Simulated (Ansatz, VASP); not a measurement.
# Hf in VASP and in Ansatz

```
Hf
1.0
     5.55056    0.00000    0.00000
     0.00000    5.55056    0.00000
     0.00000    0.00000    5.55056
Hf
8
Direct
  0.50000 0.50000 0.50000
  0.00000 0.00000 0.00000
  0.25000 0.00000 0.50000
  0.50000 0.25000 0.00000
  0.50000 0.75000 0.00000
  0.75000 0.00000 0.50000
  0.00000 0.50000 0.75000
  0.00000 0.50000 0.25000
```

Alike in both runs: functional PBEsol; k mesh 4 × 4 × 4; occupations gaussian, width 0.1 eV; no spin polarisation.

Ansatz relaxed the structure, and its values are those at the end. VASP's run is a single point on that final structure, the one shown.

```csv
,VASP,Ansatz
version,VASP 6.6.1,Ansatz 0.2.0
potentials or method,"VASP PAW PBE potentials, release 64 (Hf_pv), cutoff 520 eV","scalar-relativistic, plane waves, PAW"
valence electrons in the cell,80,208
```

Ansatz gave:

| Item | Value |
| --- | --- |
| gap on the k mesh at the Fermi level (eV) | none |
| pressure (GPa) | 0.0 |

Q: Which values does VASP return?

A: gap on the k mesh at the Fermi level (eV): none; pressure (GPa): -0.3.

VASP's potentials were made for PBE, not for PBEsol. A gap of «none» marks a metal or a gap that the smearing closes. VASP's potentials hold 80 valence electrons a cell and Ansatz's 208, so a difference there can come from the potentials and not from the codes.

Spin-orbit coupling is off throughout.
